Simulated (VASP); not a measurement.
# Ge (Fd-3m) in VASP: single point with r2SCAN

Aim: the single point of Ge with r2SCAN.

Everything below comes from runs of VASP 6.6.1. Logs are shortened: lines on timing, memory, paths and dates and some standing lists are left out, and cuts for length are marked.

## Step 1: The cell of the first run

It takes space group Fd-3m (No. 227, cubic). Conventional cell: a = 5.658 Å, b = 5.658 Å, c = 5.658 Å, α = 90.00°, β = 90.00°, γ = 90.00°. Within 3.2 Å of Ge (site symmetry -43m) lie 4 Ge at 2.45 Å.

## Step 2: Single point, r2SCAN, non-collinear spin, zero start, spin-orbit coupling

The input, POSCAR:

```
Ge
1.0
    0.0000000000      2.8289500000      2.8289500000
    2.8289500000      0.0000000000      2.8289500000
    2.8289500000      2.8289500000      0.0000000000
Ge
2
Direct
    0.0000000000      0.0000000000      0.0000000000
    0.2500000000      0.2500000000      0.2500000000
```

The input, INCAR.step1:

```
SYSTEM = Ge
PREC = Accurate
ENCUT = 520
ISMEAR = 0
SIGMA = 0.01
LREAL = .False.
LASPH = .True.
NELM = 150
LNONCOLLINEAR = .True.
MAGMOM = 0 0 0 0 0 0
LSORBIT = .True.
GGA_COMPAT = .False.
NBANDS = 40
GGA = PE
ALGO = Normal
EDIFF = 1E-4
LWAVE = .True.
LCHARG = .False.
```

The input, INCAR.step2:

```
SYSTEM = Ge
PREC = Accurate
ENCUT = 520
EDIFF = 1E-6
ISMEAR = 0
SIGMA = 0.01
LREAL = .False.
LASPH = .True.
NELM = 150
ALGO = Normal
ISIF = 2
LWAVE = .False.
LCHARG = .True.
LNONCOLLINEAR = .True.
MAGMOM = 0 0 0 0 0 0
LORBIT = 11
LSORBIT = .True.
GGA_COMPAT = .False.
LORBMOM = .True.
METAGGA = R2SCAN
LMIXTAU = .True.
LVHAR = .True.
NBANDS = 40
ISTART = 1
```

The input, KPOINTS:

```
regular mesh
0
Gamma
  8 8 8
  0 0 0
```

Potentials or basis: VASP PAW PBE potentials, release 64 (Ge_d).

Started as:

```
cat potpaw_PBE.64/Ge_d/POTCAR > POTCAR
cp INCAR.step1 INCAR
mpirun -np 1 vasp_ncl > vasp.out
cp INCAR.step2 INCAR
mpirun -np 1 vasp_ncl > vasp.out
```

OUTCAR:

```text
SYSTEM = Ge
   PREC = Accurate
   ENCUT = 520
   EDIFF = 1E-6
   ISMEAR = 0
   LREAL = .False.
   LASPH = .True.
   NELM = 150
   ISIF = 2
   LNONCOLLINEAR = .True.
   LORBIT = 11
   LSORBIT = .True.
   METAGGA = R2SCAN
   ISTART = 1

 ion  position               nearest neighbor table
   1  0.000  0.000  0.000-   2 2.45   2 2.45   2 2.45   2 2.45
   2  0.250  0.250  0.250-   1 2.45   1 2.45   1 2.45   1 2.45

  LATTYP: Found a face centered cubic cell.
 ALAT       =     5.6579000000

  Lattice vectors:

 A1 = (   0.0000000000,   2.8289500000,   2.8289500000)
 A2 = (   2.8289500000,   0.0000000000,   2.8289500000)
 A3 = (   2.8289500000,   2.8289500000,   0.0000000000)

Analysis of symmetry for initial positions (statically):
=====================================================================
 Subroutine PRICEL returns:
 Original cell was already a primitive cell.

 Routine SETGRP: Setting up the symmetry group for a
 face centered cubic supercell.

 Subroutine GETGRP returns: Found 48 space group operations
 (whereof 24 operations were pure point group operations)
 out of a pool of 48 trial point group operations.

The static configuration has the point symmetry T_d .
 The point group associated with its full space group is O_h .

Analysis of symmetry for dynamics (positions and initial velocities):
=====================================================================
 Subroutine PRICEL returns:
 Original cell was already a primitive cell.

 Routine SETGRP: Setting up the symmetry group for a
 face centered cubic supercell.

 Subroutine GETGRP returns: Found 48 space group operations
 (whereof 24 operations were pure point group operations)
 out of a pool of 48 trial point group operations.

The dynamic configuration has the point symmetry T_d .
 The point group associated with its full space group is O_h .

Analysis of structural, dynamic, and magnetic symmetry:
=====================================================================
 Subroutine PRICEL returns:
 Original cell was already a primitive cell.

 Routine SETGRP: Setting up the symmetry group for a
 face centered cubic supercell.

 Subroutine GETGRP returns: Found 48 space group operations
 (whereof 24 operations were pure point group operations)
 out of a pool of 48 trial point group operations.

The overall configuration has the point symmetry T_d .
 The point group associated with its full space group is O_h .

 Subroutine INISYM returns: Found 48 space group operations
 (whereof 24 operations are pure point group operations),
 and found     1 'primitive' translations

----------------------------------------------------------------------------------------

                                     Primitive cell

  volume of cell :      45.2799

  direct lattice vectors                    reciprocal lattice vectors
     0.000000000  2.828950000  2.828950000    -0.176744022  0.176744022  0.176744022
     2.828950000  0.000000000  2.828950000     0.176744022 -0.176744022  0.176744022
     2.828950000  2.828950000  0.000000000     0.176744022  0.176744022 -0.176744022

  length of vectors
     4.000739457  4.000739457  4.000739457     0.306129625  0.306129625  0.306129625

  position of ions in fractional coordinates (direct lattice)
     0.000000000  0.000000000  0.000000000
     0.250000000  0.250000000  0.250000000

  ion indices of the primitive-cell ions
   primitive index   ion index
                 1           1
                 2           2

----------------------------------------------------------------------------------------

 KPOINTS: regular mesh

Automatic generation of k-mesh.
 Grid dimensions read from file:
 generate k-points for:    8    8    8

 Generating k-lattice:

  Cartesian coordinates                     Fractional coordinates (reciprocal lattice)
    -0.022093003  0.022093003  0.022093003     0.125000000  0.000000000  0.000000000
     0.022093003 -0.022093003  0.022093003     0.000000000  0.125000000  0.000000000
     0.022093003  0.022093003 -0.022093003     0.000000000  0.000000000  0.125000000

  Length of vectors
     0.038266203  0.038266203  0.038266203

  Shift w.r.t. Gamma in fractional coordinates (k-lattice)
     0.000000000  0.000000000  0.000000000

 Subroutine IBZKPT returns following result:
 ===========================================

 Found     29 irreducible k-points:

 Following reciprocal coordinates:
            Coordinates               Weight
  0.000000  0.000000  0.000000      1.000000
  0.125000  0.000000  0.000000      8.000000
  0.250000  0.000000  0.000000      8.000000
  0.375000  0.000000  0.000000      8.000000
  0.500000  0.000000  0.000000      4.000000
  0.125000  0.125000  0.000000      6.000000
[... 16 lines left out ...]
  0.500000  0.250000  0.125000     48.000000
 -0.375000  0.250000  0.125000     24.000000
[... 33 lines left out ...]
   EFERMI =   0.00;   METHOD = LEGACY
   ISMEAR =     0;   SIGMA  =   0.01  broadening in eV -4-tet -1-fermi 0-gaus
   EFERMI_NEDOS =   21; number of points for ismear=-14 and -15
   IALGO  =     38    algorithm
   IMIX   =      4    mixing-type and parameters
     AMIX     =   0.40;   BMIX     =  1.00
     AMIX_MAG =   1.60;   BMIX_MAG =  1.00
  volume/ion in A,a.u.               =      22.64       152.78
  Fermi-wavevector in a.u.,A,eV,Ry     =   1.394737  2.635670 26.467285  1.945291
  Thomas-Fermi vector in A             =   2.518257
   LORBIT       =     11    0 simple, 1 ext, 2 COOP (PROOUT), +10 PAW based schemes
   METAGGA = R2SCAN    functional components
   LHFCALC =     F    Hartree Fock is set to
   AEXX    =    0.0000 exact exchange contribution
   IVDW    =     0    specifies the selected vdW correction
   LEPSILON=     F    determine dielectric tensor
   LRPA    =     F    only Hartree local field effects (RPA)
 Gauss-broadening in eV      SIGMA  =   0.01
  energy-cutoff  :      520.00
  volume of cell :       45.28
 maximum number of plane-waves:      2486
 NGX is ok and might be reduce to    30
   NGX = 15   NGY = 15   NGZ = 15

 number of electron      28.0000022 magnetization       0.0000000      0.0000000      0.0000000

 number of electron      28.0000022 magnetization      -0.0000000     -0.0000000     -0.0000000

 number of electron      28.0000022 magnetization       0.0000000     -0.0000000     -0.0000000

 number of electron      28.0000022 magnetization      -0.0000000      0.0000000      0.0000000

 Free energy of the ion-electron system (eV)
  ---------------------------------------------------
  ext. energy  EPLUGINS =         0.00000000
  ---------------------------------------------------
  free energy    TOTEN  =       -27.75193558 eV

  energy without entropy =      -27.75193558  energy(sigma->0) =      -27.75193558

 E-fermi :   5.0681     XC(G=0): -10.8179

 val. band max:        4.8976829143   @ k =   0.0000   0.0000   0.0000
 cond. band min:       5.2064120856   @ k =   0.0000   0.0000   0.0000
 fundamental gap:      0.3087291713
 Fermi energy:         5.0680602829

 k-point     1 :       0.0000    0.0000    0.0000
  band No.  band energies     occupation
      1     -20.9595      1.00000
      2     -20.9595      1.00000
      3     -20.9595      1.00000
      4     -20.9595      1.00000
      5     -20.8942      1.00000
      6     -20.8942      1.00000
[... 1021 lines left out ...]
     39      16.4291      0.00000
     40      16.4291      0.00000

 [... further k-points ...]
[... 5 lines left out ...]
  --------------------------------------------------------------------------------------
  -------------------------------------------------------------------------------------
  Total        0.1823282      0.1823282      0.1823282      0.0000000      0.0000000      0.0000000
  in kB        6.4514688      6.4514688      6.4514688      0.0000000      0.0000000      0.0000000
  external PRESSURE =       6.4514688 kB  Pullay stress =       0.0000000 kB

 VOLUME and BASIS-vectors are now :
 -----------------------------------------------------------------------------
  energy-cutoff  :      520.00
  volume of cell :       45.28
      direct lattice vectors                 reciprocal lattice vectors
     0.000000000  2.828950000  2.828950000    -0.176744022  0.176744022  0.176744022
     2.828950000  0.000000000  2.828950000     0.176744022 -0.176744022  0.176744022
     2.828950000  2.828950000  0.000000000     0.176744022  0.176744022 -0.176744022

 POSITION                                       TOTAL-FORCE (eV/Angst)
 -----------------------------------------------------------------------------------
      0.00000      0.00000      0.00000        -0.000000     -0.000000     -0.000000
      1.41447      1.41447      1.41447         0.000000      0.000000      0.000000
 -----------------------------------------------------------------------------------
    total drift:                                0.000000      0.000000      0.000000

  FREE ENERGIE OF THE ION-ELECTRON SYSTEM (eV)
  ---------------------------------------------------
  free  energy   TOTEN  =       -27.7519355846 eV

  energy  without entropy=      -27.7519355846  energy(sigma->0) =      -27.75193558

 orbital moment (x)

 # of ion     p       d       tot
 ----------------------------------------
  1         0.000   0.000   0.000
  2         0.000   0.000   0.000
 ----------------------------------------
            0.000   0.000   0.000

 orbital moment (y)

 # of ion     p       d       tot
 ----------------------------------------
  1         0.000  -0.000   0.000
  2         0.000  -0.000   0.000
 ----------------------------------------
            0.000  -0.000   0.000

 orbital moment (z)

 # of ion     p       d       tot
 ----------------------------------------
  1         0.000   0.000   0.000
  2         0.000  -0.000   0.000
 ----------------------------------------
            0.000   0.000   0.000

 Spin-Orbit-Coupling matrix elements

 Ion:    1  E_soc:     -0.0173205
 l=   1
     0.0000000    -0.0019626    -0.0019626
    -0.0019626     0.0000000    -0.0019626
    -0.0019626    -0.0019626     0.0000000
 l=   2
     0.0000000    -0.0001855     0.0000000    -0.0001855    -0.0007386
    -0.0001855     0.0000000    -0.0005540    -0.0001855    -0.0001847
     0.0000000    -0.0005540     0.0000000    -0.0005540     0.0000000
    -0.0001855    -0.0001855    -0.0005540     0.0000000    -0.0001847
    -0.0007386    -0.0001847     0.0000000    -0.0001847     0.0000000
 l=   3
     0.0000000     0.0000000     0.0000000     0.0000000     0.0000000     0.0000000     0.0000000
     0.0000000     0.0000000     0.0000000     0.0000000     0.0000000     0.0000000     0.0000000
     0.0000000     0.0000000     0.0000000     0.0000000     0.0000000     0.0000000     0.0000000
     0.0000000     0.0000000     0.0000000     0.0000000     0.0000000     0.0000000     0.0000000
     0.0000000     0.0000000     0.0000000     0.0000000     0.0000000     0.0000000     0.0000000
     0.0000000     0.0000000     0.0000000     0.0000000     0.0000000     0.0000000     0.0000000
     0.0000000     0.0000000     0.0000000     0.0000000     0.0000000     0.0000000     0.0000000

 Ion:    2  E_soc:     -0.0173205
 l=   1
     0.0000000    -0.0019626    -0.0019626
    -0.0019626     0.0000000    -0.0019626
    -0.0019626    -0.0019626     0.0000000
 l=   2
     0.0000000    -0.0001855     0.0000000    -0.0001855    -0.0007386
    -0.0001855     0.0000000    -0.0005540    -0.0001855    -0.0001847
     0.0000000    -0.0005540     0.0000000    -0.0005540     0.0000000
    -0.0001855    -0.0001855    -0.0005540     0.0000000    -0.0001847
    -0.0007386    -0.0001847     0.0000000    -0.0001847     0.0000000
 l=   3
     0.0000000     0.0000000     0.0000000     0.0000000     0.0000000     0.0000000     0.0000000
     0.0000000     0.0000000     0.0000000     0.0000000     0.0000000     0.0000000     0.0000000
     0.0000000     0.0000000     0.0000000     0.0000000     0.0000000     0.0000000     0.0000000
     0.0000000     0.0000000     0.0000000     0.0000000     0.0000000     0.0000000     0.0000000
     0.0000000     0.0000000     0.0000000     0.0000000     0.0000000     0.0000000     0.0000000
     0.0000000     0.0000000     0.0000000     0.0000000     0.0000000     0.0000000     0.0000000
     0.0000000     0.0000000     0.0000000     0.0000000     0.0000000     0.0000000     0.0000000

 total charge

# of ion       s       p       d       tot
------------------------------------------
    1        1.102   1.294  10.023  12.419
    2        1.102   1.294  10.023  12.419
--------------------------------------------------
tot          2.204   2.588  20.046  24.838

 magnetization (x)

# of ion       s       p       d       tot
------------------------------------------
    1       -0.000   0.000   0.000   0.000
    2       -0.000   0.000   0.000   0.000
--------------------------------------------------
tot         -0.000   0.000   0.000   0.000

 magnetization (y)

# of ion       s       p       d       tot
------------------------------------------
    1        0.000   0.000   0.000   0.000
    2        0.000   0.000   0.000   0.000
--------------------------------------------------
tot          0.000   0.000   0.000   0.000

 magnetization (z)

# of ion       s       p       d       tot
------------------------------------------
    1        0.000   0.000  -0.000   0.000
    2        0.000   0.000  -0.000   0.000
--------------------------------------------------
tot          0.000   0.000  -0.000   0.000
```

Run time: 15 min. Hardware: 1 thread of Intel Xeon 8259CL, shared host; peak memory 0.36 GiB.

Results:

| Quantity | Value |
| --- | --- |
| Free energy | -27.7519 eV |
| Pressure | 0.6 GPa |
| Net moment | 0.00 μB per cell |
| Valence electrons inside the program's atomic spheres | Ge 12.42 |

Moments on the atoms (μB; x, y, z):
```
Ge  0.00 0.00 0.00
Ge  0.00 0.00 0.00
```

Caveat: the PAW data sets were made with another functional, which shifts forces and pressure a little.
